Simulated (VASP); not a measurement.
# Mg4Se (P-3m1) in VASP: notebook

Mg4Se is run at these levels: PBE; tasks: single point.

Program: VASP 6.6.1. These are calculated values, not measurements. Logs are shortened: lines on timing, memory, paths and dates and some standing lists are left out, and cuts for length are marked.

## (1) The cell of the first run

Symmetry: P-3m1, No. 164, trigonal system. Conventional cell: a = 3.640 Å, b = 3.640 Å, c = 10.511 Å, α = 90.00°, β = 90.00°, γ = 120.00°. Mg (site symmetry 3m) has 3 Se at 2.68 Å and 9 Mg at 3.19 to 3.64 Å within 3.7 Å. Within 4.2 Å of Mg (site symmetry 3m) lie 12 Mg at 3.17 to 3.64 Å. Se (site symmetry -3m) has 6 Mg at 2.68 Å and 6 Se at 3.64 Å within 3.7 Å.

## (2) Single point, PBE

The input, INCAR:

```
SYSTEM = Mg4Se
PREC     = Accurate       ! precision mode
ENCUT    = 600            ! plane-wave cutoff, eV
EDIFF    = 1E-6           ! SCF threshold, eV
ISMEAR   = 0              ! smearing method
SIGMA    = 0.2            ! smearing width, eV
LREAL    = .False.        ! projectors in reciprocal space
LASPH    = .True.         ! aspherical terms in the spheres
NELM     = 120            ! most SCF steps
ALGO     = Normal         ! electronic algorithm
ISIF     = 2              ! what is computed and relaxed
LWAVE    = .False.        ! write WAVECAR
LCHARG   = .True.         ! write CHGCAR
GGA      = PE             ! functional
LELF     = .True.         ! ELF
LVHAR    = .True.       
NBANDS   = 15             ! bands
GGA_COMPAT= .False.
```

The input, KPOINTS:

```
Automatic mesh
0
Gamma
  5 5 2
  0 0 0
```

The input, POSCAR:

```
Mg4Se
1.0
    3.6399132390      0.0000000000      0.0000000000
   -1.8199566195      3.1522573325      0.0000000000
    0.0000000000      0.0000000000     10.5108267546
Mg Se
4 1
Direct
    0.6666666667      0.3333333333      0.8418032167
    0.3333333333      0.6666666667      0.1581967833
    0.6666666667      0.3333333333      0.3868944177
    0.3333333333      0.6666666667      0.6131055823
    0.0000000000      0.0000000000      0.0000000000
```

Potentials or basis: VASP PAW PBE potentials, release 64 (Mg, Se).

On the command line:

```bash
> cat potpaw_PBE.64/Mg/POTCAR potpaw_PBE.64/Se/POTCAR > POTCAR
> mpirun -np 1 vasp_std > vasp.out
```

OUTCAR:

```text
SYSTEM = Mg4Se
   PREC = Accurate
   ENCUT = 600
   EDIFF = 1E-6
   ISMEAR = 0
   LREAL = .False.
   LASPH = .True.
   NELM = 120
   ISIF = 2
   GGA = PE

 ion  position               nearest neighbor table
   1  0.667  0.333  0.842-   5 2.68   5 2.68   5 2.68   4 3.19   4 3.19   4 3.19
   2  0.333  0.667  0.158-   5 2.68   5 2.68   5 2.68   3 3.19   3 3.19   3 3.19
   3  0.667  0.333  0.387-   4 3.17   4 3.17   4 3.17   2 3.19   2 3.19   2 3.19
   4  0.333  0.667  0.613-   3 3.17   3 3.17   3 3.17   1 3.19   1 3.19   1 3.19
   5  0.000  0.000  0.000-   1 2.68   2 2.68   2 2.68   1 2.68   1 2.68   2 2.68

  LATTYP: Found a hexagonal cell.
 ALAT       =     3.6399132390
 C/A-ratio  =     2.8876585964

  Lattice vectors:

 A1 = (   3.6399132390,   0.0000000000,   0.0000000000)
 A2 = (  -1.8199566195,   3.1522573325,   0.0000000000)
 A3 = (   0.0000000000,   0.0000000000,  10.5108267546)

Analysis of symmetry for initial positions (statically):
=====================================================================
 Subroutine PRICEL returns:
 Original cell was already a primitive cell.

 Routine SETGRP: Setting up the symmetry group for a
 hexagonal supercell.

 Subroutine GETGRP returns: Found 12 space group operations
 (whereof 12 operations were pure point group operations)
 out of a pool of 24 trial point group operations.

The static configuration has the point symmetry D_3d.

Analysis of symmetry for dynamics (positions and initial velocities):
=====================================================================
 Subroutine PRICEL returns:
 Original cell was already a primitive cell.

 Routine SETGRP: Setting up the symmetry group for a
 hexagonal supercell.

 Subroutine GETGRP returns: Found 12 space group operations
 (whereof 12 operations were pure point group operations)
 out of a pool of 24 trial point group operations.

The dynamic configuration has the point symmetry D_3d.

 Subroutine INISYM returns: Found 12 space group operations
 (whereof 12 operations are pure point group operations),
 and found     1 'primitive' translations

----------------------------------------------------------------------------------------

                                     Primitive cell

  volume of cell :     120.6006

  direct lattice vectors                    reciprocal lattice vectors
     3.639913239  0.000000000  0.000000000     0.274731823  0.158616492  0.000000000
    -1.819956620  3.152257333  0.000000000     0.000000000  0.317232984  0.000000000
     0.000000000  0.000000000 10.510826755     0.000000000  0.000000000  0.095139995

  length of vectors
     3.639913239  3.639913239 10.510826755     0.317232984  0.317232984  0.095139995

  position of ions in fractional coordinates (direct lattice)
     0.666666667  0.333333333  0.841803217
     0.333333333  0.666666667  0.158196783
     0.666666667  0.333333333  0.386894418
     0.333333333  0.666666667  0.613105582
     0.000000000  0.000000000  0.000000000

  ion indices of the primitive-cell ions
   primitive index   ion index
                 1           1
                 2           2
                 3           3
                 4           4
                 5           5

----------------------------------------------------------------------------------------

 KPOINTS: Automatic mesh

Automatic generation of k-mesh.
 Grid dimensions read from file:
 generate k-points for:    5    5    2

 Generating k-lattice:

  Cartesian coordinates                     Fractional coordinates (reciprocal lattice)
     0.054946365  0.031723298  0.000000000     0.200000000 -0.000000000  0.000000000
     0.000000000  0.063446597  0.000000000     0.000000000  0.200000000  0.000000000
     0.000000000  0.000000000  0.047569997     0.000000000  0.000000000  0.500000000

  Length of vectors
     0.063446597  0.063446597  0.047569997

  Shift w.r.t. Gamma in fractional coordinates (k-lattice)
     0.000000000  0.000000000  0.000000000

 Subroutine IBZKPT returns following result:
 ===========================================

 Found     10 irreducible k-points:

 Following reciprocal coordinates:
            Coordinates               Weight
  0.000000  0.000000  0.000000      1.000000
  0.200000  0.000000  0.000000      6.000000
  0.400000  0.000000  0.000000      6.000000
  0.200000  0.200000  0.000000      6.000000
  0.400000  0.200000  0.000000      6.000000
  0.000000  0.000000  0.500000      1.000000
  0.200000  0.000000  0.500000      6.000000
  0.400000  0.000000  0.500000      6.000000
  0.200000  0.200000  0.500000      6.000000
  0.400000  0.200000  0.500000      6.000000
   k-points           NKPTS =     10   k-points in BZ     NKDIM =     10   number of bands    NBANDS=     15
   number of dos      NEDOS =    301   number of ions     NIONS =      5
   total plane-waves  NPLWV =  75600
   dimension x,y,z NGX =    30 NGY =   30 NGZ =   84
   dimension x,y,z NGXF=    60 NGYF=   60 NGZF=  168
   ions per type =               4   1
   NGX,Y,Z   is equivalent  to a cutoff of  13.70, 13.70, 13.29 a.u.
   NGXF,Y,Z  is equivalent  to a cutoff of  27.40, 27.40, 26.57 a.u.
 SYSTEM =  Mg4Se
   PREC   = accura    normal or accurate (medium, high low for compatibility)
   ISTART =      0    job   : 0-new  1-cont  2-samecut
   ICHARG =      2    charge: 1-file 2-atom 10-const
   ISPIN  =      1    spin polarized calculation?
   LNONCOLLINEAR =      F non collinear calculations
   LSORBIT =      F    spin-orbit coupling
   LASPH  =      T    aspherical Exc in radial PAW
   ENCUT  =  600.0 eV  44.10 Ry    6.64 a.u.   7.27  7.27 20.99*2*pi/ulx,y,z
   NELM   =    120;   NELMIN=  2; NELMDL= -5     # of ELM steps
   EDIFF  = 0.1E-05   stopping-criterion for ELM
   LREAL  =      F    real-space projection
[... 7 lines left out ...]
   TEBEG  =    0.0;   TEEND  =   0.0 temperature during run
   PSTRESS=    0.0 pullay stress
   NELECT =      14.0000    total number of electrons
   NUPDOWN=      -1.0000    fix difference up-down
   EMIN   =  10.00;   EMAX   =-10.00  energy-range for DOS
   EFERMI =   0.00;   METHOD = LEGACY
   ISMEAR =     0;   SIGMA  =   0.20  broadening in eV -4-tet -1-fermi 0-gaus
   EFERMI_NEDOS =   21; number of points for ismear=-14 and -15
   IALGO  =     38    algorithm
   IMIX   =      4    mixing-type and parameters
     AMIX     =   0.40;   BMIX     =  1.00
     AMIX_MAG =   1.60;   BMIX_MAG =  1.00
  volume/ion in A,a.u.               =      24.12       162.77
  Fermi-wavevector in a.u.,A,eV,Ry     =   0.798609  1.509153  8.677479  0.637777
  Thomas-Fermi vector in A             =   1.905553
   LORBIT       =      0    0 simple, 1 ext, 2 COOP (PROOUT), +10 PAW based schemes
   GGA     = PE    functional components
   LHFCALC =     F    Hartree Fock is set to
   AEXX    =    0.0000 exact exchange contribution
   IVDW    =     0    specifies the selected vdW correction
   LEPSILON=     F    determine dielectric tensor
   LRPA    =     F    only Hartree local field effects (RPA)
 non-spin polarized calculation
 Gauss-broadening in eV      SIGMA  =   0.20
  energy-cutoff  :      600.00
  volume of cell :      120.60
 maximum number of plane-waves:      4067
 NGX is ok and might be reduce to    30
   NGX = 15   NGY = 15   NGZ = 41

 number of electron      14.0000000 magnetization

 Free energy of the ion-electron system (eV)
  ---------------------------------------------------
  ext. energy  EPLUGINS =         0.00000000
  ---------------------------------------------------
  free energy    TOTEN  =       -11.04924106 eV

  energy without entropy =      -11.01164444  energy(sigma->0) =      -11.03044275

 E-fermi :   2.7121     XC(G=0):  -8.5104

 val. band max:        2.6200521176   @ k =   0.4000   0.2000   0.5000
 cond. band min:       2.8272315648   @ k =   0.4000   0.0000   0.0000
 fundamental gap:      0.2071794472
 Fermi energy:         2.7120788551

 k-point     1 :       0.0000    0.0000    0.0000
  band No.  band energies     occupation
      1     -11.3699      2.00000
      2      -3.4488      2.00000
      3      -2.9268      2.00000
      4      -0.1755      2.00000
      5       0.4197      2.00000
      6       1.6635      2.00000
      7       1.6635      2.00000
      8       5.7816      0.00000
      9       5.9012      0.00000
     10       7.7410      0.00000
     11       9.1455      0.00000
     12       9.1455      0.00000
     13      10.7185      0.00000
     14      10.7185      0.00000
     15      10.8904      0.00000

 k-point     2 :       0.2000    0.0000    0.0000
  band No.  band energies     occupation
      1     -11.0568      2.00000
      2      -2.9354      2.00000
      3      -2.3552      2.00000
      4      -0.5641      2.00000
      5       0.2804      2.00000
      6       1.1913      2.00000
      7       1.2109      2.00000
      8       5.5169      0.00000
      9       6.3664      0.00000
     10       6.8329      0.00000
     11       7.2434      0.00000
     12       7.9347      0.00000
     13       8.6885      0.00000
     14       8.9489      0.00000
     15       9.1468      0.00000

 k-point     3 :       0.4000    0.0000    0.0000
  band No.  band energies     occupation
      1     -10.4338      2.00000
      2      -2.8115      2.00000
      3      -1.6637      2.00000
      4      -0.4955      2.00000
      5       0.5902      2.00000
      6       1.2116      2.00000
      7       2.3690      1.98474
      8       2.8272      0.41550
      9       3.4081      0.00000
     10       5.2543      0.00000
     11       5.6869      0.00000
     12       6.3859      0.00000
     13       7.6667      0.00000
     14       7.9175      0.00000
     15       8.3008      0.00000

 k-point     4 :       0.2000    0.2000    0.0000
  band No.  band energies     occupation
      1     -10.5727      2.00000
      2      -2.1098      2.00000
      3      -2.0158      2.00000
      4      -1.0208      2.00000
      5      -0.1676      2.00000
      6       1.0479      2.00000
      7       2.3067      1.99585
      8       4.3857      0.00000
      9       4.8555      0.00000
     10       4.8963      0.00000
     11       5.2084      0.00000
     12       7.2714      0.00000
     13       7.3242      0.00000
     14       7.7047      0.00000
     15       8.6698      0.00000
[... 55 lines left out ...]
 k-point     8 :       0.4000    0.0000    0.5000
  band No.  band energies     occupation
      1     -10.4338      2.00000
      2      -2.8067      2.00000
      3      -1.7348      2.00000
      4      -0.2113      2.00000
      5       0.5903      2.00000
      6       0.8490      2.00000
      7       2.1247      1.99997
      8       3.1067      0.00526
      9       3.6489      0.00000
     10       5.2959      0.00000
     11       5.6689      0.00000
     12       6.6364      0.00000
     13       7.3824      0.00000
     14       7.5961      0.00000
     15       8.4880      0.00000

 k-point     9 :       0.2000    0.2000    0.5000
  band No.  band energies     occupation
      1     -10.5727      2.00000
      2      -2.1309      2.00000
      3      -2.0788      2.00000
      4      -0.6357      2.00000
      5      -0.1670      2.00000
      6       0.3375      2.00000
      7       2.8522      0.32180
      8       4.2646      0.00000
      9       4.8231      0.00000
     10       5.7061      0.00000
     11       5.8210      0.00000
     12       6.0839      0.00000
     13       6.5066      0.00000
     14       6.7188      0.00000
     15       8.5084      0.00000

 k-point    10 :       0.4000    0.2000    0.5000
  band No.  band energies     occupation
      1     -10.2129      2.00000
      2      -2.7631      2.00000
      3      -1.1184      2.00000
      4      -1.0256      2.00000
      5       0.8722      2.00000
      6       1.5911      2.00000
      7       2.5127      1.84148
      8       2.6201      1.48478
      9       3.2882      0.00005
     10       3.9184      0.00000
     11       5.1599      0.00000
     12       5.4423      0.00000
     13       7.0130      0.00000
     14       7.3662      0.00000
     15       7.5899      0.00000

------------------------ aborting loop because EDIFF is reached ----------------------------------------

  FORCE on cell =-STRESS in cart. coord.  units (eV):
  Direction    XX          YY          ZZ          XY          YZ          ZX
  --------------------------------------------------------------------------------------
  -------------------------------------------------------------------------------------
  Total        0.1014538      0.1014538      0.2292067     -0.0000000      0.0000000     -0.0000000
  in kB        1.3478122      1.3478122      3.0450074     -0.0000000      0.0000000     -0.0000000
  external PRESSURE =       1.9135440 kB  Pullay stress =       0.0000000 kB

 VOLUME and BASIS-vectors are now :
 -----------------------------------------------------------------------------
  energy-cutoff  :      600.00
  volume of cell :      120.60
      direct lattice vectors                 reciprocal lattice vectors
     3.639913239  0.000000000  0.000000000     0.274731823  0.158616492  0.000000000
    -1.819956620  3.152257333  0.000000000     0.000000000  0.317232984  0.000000000
     0.000000000  0.000000000 10.510826755     0.000000000  0.000000000  0.095139995

 POSITION                                       TOTAL-FORCE (eV/Angst)
 -----------------------------------------------------------------------------------
      1.81996      1.05075      8.84805         0.000000     -0.000000      0.008926
     -0.00000      2.10150      1.66278        -0.000000      0.000000     -0.008926
      1.81996      1.05075      4.06658        -0.000000      0.000000     -0.013920
     -0.00000      2.10150      6.44425         0.000000      0.000000      0.013920
      0.00000      0.00000      0.00000        -0.000000      0.000000      0.000000
 -----------------------------------------------------------------------------------
    total drift:                                0.000000      0.000000     -0.000000

  FREE ENERGIE OF THE ION-ELECTRON SYSTEM (eV)
  ---------------------------------------------------
  free  energy   TOTEN  =       -11.0492410621 eV

  energy  without entropy=      -11.0116444444  energy(sigma->0) =      -11.03044275
```

Run time: 29 s. Hardware: 1 thread of Intel Xeon Platinum 8488C (Sapphire Rapids), shared host; peak memory 0.25 GiB.

Results:

| Item | Value |
| --- | --- |
| Free energy | -11.0492 eV |
| Pressure | 0.2 GPa |
| Largest force | 0.014 eV/Å |
| Band gap on the k mesh | zero (bands 7 and 8 overlap by 0.23 eV) |

Forces in eV/Å, atoms in the order of the input:
```
Mg   0.000  0.000  0.009
Mg   0.000  0.000 -0.009
Mg   0.000  0.000 -0.014
Mg   0.000  0.000  0.014
Se   0.000  0.000  0.000
```

Caveat: the k points lie up to 0.40 Å⁻¹ apart; semilocal functionals underestimate gaps, so a narrow gap can read as zero.

[end of part 1 of 2]
